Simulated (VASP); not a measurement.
Input of a VASP 6.6.1 run:

Contents of INCAR:

```
SYSTEM = AlN
  PREC = Accurate
  ENCUT = 520
  EDIFF = 1E-6
  ISMEAR = -1
  SIGMA = 0.02
  LREAL = .FALSE.
  LASPH = .TRUE.
  NELM = 60
  ALGO = Normal
  ISIF = 2
  LWAVE = .FALSE.
  LCHARG = .FALSE.
  GGA = PE
  NBANDS = 11
```

File KPOINTS:

```
regular mesh
0
G
  10 10 10
  0 0 0
```

POSCAR

```
AlN
1.0
    0.0000000000      2.0794345057      1.9759146328
    2.0794345057      0.0000000000      1.9759146328
    2.0794345057      2.0794345057      0.0000000000
Al N
1 1
Direct
    0.0000000000      0.0000000000      0.0000000000
    0.5000000000      0.5000000000      0.5000000000
```

Potentials or basis: VASP PAW PBE potentials, release 64 (Al, N).

Command:

```bash
$ cat potpaw_PBE.64/Al/POTCAR potpaw_PBE.64/N/POTCAR > POTCAR
$ mpirun -np 1 vasp_std > vasp.out
```

Question: What does it give for the pressure?

Answer: -2.3 GPa.

Question: Estimate the band gap on the k mesh.

Answer: 3.92 eV, indirect (least direct gap 5.04 eV).

Stress tensor (GPa, compression positive):
```
-6.70  0.00  0.00
 0.00 -6.70  0.00
 0.00  0.00  6.42
```

Caveat: the cell differs from its parent crystal (epitaxial xy strain +3.0%). A k mesh can miss the band edges.
